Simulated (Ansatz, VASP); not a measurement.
# PCS4 in VASP and in Ansatz

```
P C S
1.0
     0.00000    4.04505    4.04505
     4.04505    0.00000    4.04505
     4.04505    4.04505    0.00000
P C S
1 1 4
Direct
  0.75000 0.75000 0.75000
  0.00000 0.00000 0.00000
  0.12537 0.62390 0.12537
  0.12537 0.12537 0.12537
  0.62390 0.12537 0.12537
  0.12537 0.12537 0.62390
```

Alike in both runs: functional PBE; dispersion D3(BJ); k mesh 8 × 8 × 8; occupations gaussian, width 0.1 eV; no spin polarisation.

Ansatz relaxed the structure, and its values are those at the end. VASP's run is a single point on that final structure, the one shown.

|  | VASP | Ansatz |
| --- | --- | --- |
| version | VASP 6.6.1 | Ansatz 0.2.0 |
| potentials or method | VASP PAW PBE potentials, release 64 (P, C, S), cutoff 520 eV | scalar-relativistic, plane waves, PAW |
| valence electrons in the cell | 33 | 33 |

```tsv
	VASP	Ansatz	Ansatz less VASP
gap on the k mesh at the Fermi level (eV)	none	none	-
pressure (GPa)	-0.3	0.0	+0.29
rms of the force components (eV/Å)	0.048	0.004	-0.0440
```

A gap of «none» marks a metal or a gap that the smearing closes.
